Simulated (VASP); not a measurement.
Input of a VASP 6.6.1 run:

INCAR

```
SYSTEM = NaF
PREC = Accurate ; ENCUT = 520
EDIFF = 1E-6 ; ISMEAR = 0
SIGMA = 0.05 ; LREAL = .FALSE.
LASPH = .TRUE. ; NELM = 80
ALGO = Normal ; ISIF = 2
LWAVE = .FALSE. ; LCHARG = .TRUE.
GGA = PS ; LELF = .TRUE.
LVHAR = .TRUE. ; NBANDS = 14
```

KPOINTS

```
Automatic mesh
0
G
  10 10 10
  0 0 0
```

POSCAR

```
NaF
1.0
    0.0000000000      2.5239093830      1.9686493187
    2.5239093830      0.0000000000      1.9686493187
    2.5239093830      2.5239093830      0.0000000000
Na F
1 1
Direct
    0.0000000000      0.0000000000      0.0000000000
    0.5000000000      0.5000000000      0.5000000000
```

Potentials or basis: VASP PAW PBE potentials, release 64 (Na_pv, F).

Run with:

```sh
$ cat potpaw_PBE.64/Na_pv/POTCAR potpaw_PBE.64/F/POTCAR > POTCAR
$ mpirun -np 1 vasp_std > vasp.out
```

Question: What does it give for the band gap on the k mesh?

Answer: 5.94 eV.

Question: Predict the pressure.

Answer: 9.1 GPa.

Stress tensor (GPa, compression positive):
```
-3.52  0.00  0.00
 0.00 -3.52  0.00
 0.00  0.00 34.46
```

Caveat: the cell stands under pressure; the PAW data sets were made with another functional, which shifts forces and pressure a little. A k mesh can miss the band edges.
